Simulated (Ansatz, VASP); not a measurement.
# Two plane-wave programs on MgS

```
Mg S
1.0
     3.19621    0.00000    0.00000
     0.00000    3.19621    0.00000
     0.00000    0.00000    3.19621
Mg S
1 1
Direct
  0.00000 0.00000 0.00000
  0.50000 0.50000 0.50000
```

Alike in both runs: task single point; functional r2SCAN; k mesh 6 × 6 × 6; occupations fermi-dirac, width 0.02 eV; no spin polarisation.

```csv
,VASP,Ansatz
version,VASP 6.6.1,Ansatz 0.2.0
potentials or method,"VASP PAW PBE potentials, release 64 (Mg_sv, S)","plane waves, PAW"
plane-wave cutoff (eV),920,500
valence electrons in the cell,16,16
```

```tsv
	VASP	Ansatz	Ansatz less VASP
pressure (GPa)	5.4	5.2	-0.15
```

VASP's potentials were made for PBE, not for r2SCAN. The functional is the same, so the differences come from potentials, cutoffs and numerics.
